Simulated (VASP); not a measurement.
Input of a VASP 6.6.1 run:

INCAR

```
PREC     = Accurate       # precision mode
ENCUT    = 600            # plane-wave cutoff, eV
EDIFF    = 1E-6           # SCF threshold, eV
ISMEAR   = -1             # smearing method
SIGMA    = 0.05           # smearing width, eV
LREAL    = False          # projectors in reciprocal space
LASPH    = True           # aspherical terms in the spheres
NELM     = 60             # most SCF steps
ALGO     = Fast           # electronic algorithm
ISIF     = 3              # what is computed and relaxed
LWAVE    = False          # write WAVECAR
LCHARG   = False          # write CHGCAR
GGA      = PS             # functional
IBRION   = 2              # ionic algorithm
NSW      = 60             # ionic steps
EDIFFG   = -0.01          # ionic threshold
PSTRESS  = 100.0
```

File KPOINTS:

```
Automatic mesh
0
Gamma
  7 7 7
```

File POSCAR:

```
Pb
1.0
    0.0000000000      3.4390000555      3.4390000555
    3.4390000555      0.0000000000      3.4390000555
    3.4390000555      3.4390000555      0.0000000000
Pb
2
Direct
    0.2500000000      0.2500000000      0.2500000000
    0.0000000000      0.0000000000      0.0000000000
```

Potentials or basis: VASP PAW PBE potentials, release 64 (Pb_d).

The run is started by

```console
$ cat potpaw_PBE.64/Pb_d/POTCAR > POTCAR
$ mpirun -np 1 vasp_std > vasp.out
```

(1) What does it give for the relaxed cell?

(2) Estimate the relaxed volume.

Answers

(1) a = 4.569 Å, b = 4.569 Å, c = 4.569 Å, α = 60.00°, β = 60.00°, γ = 60.00°.

(2) 33.72 Å³/atom.

Caveat: the cell is relaxed towards a set pressure, so the run minimises the enthalpy, not the energy; the volume moved by over 15 % at a fixed basis, so the end points are rough; the PAW data sets were made with another functional, which shifts forces and pressure a little.
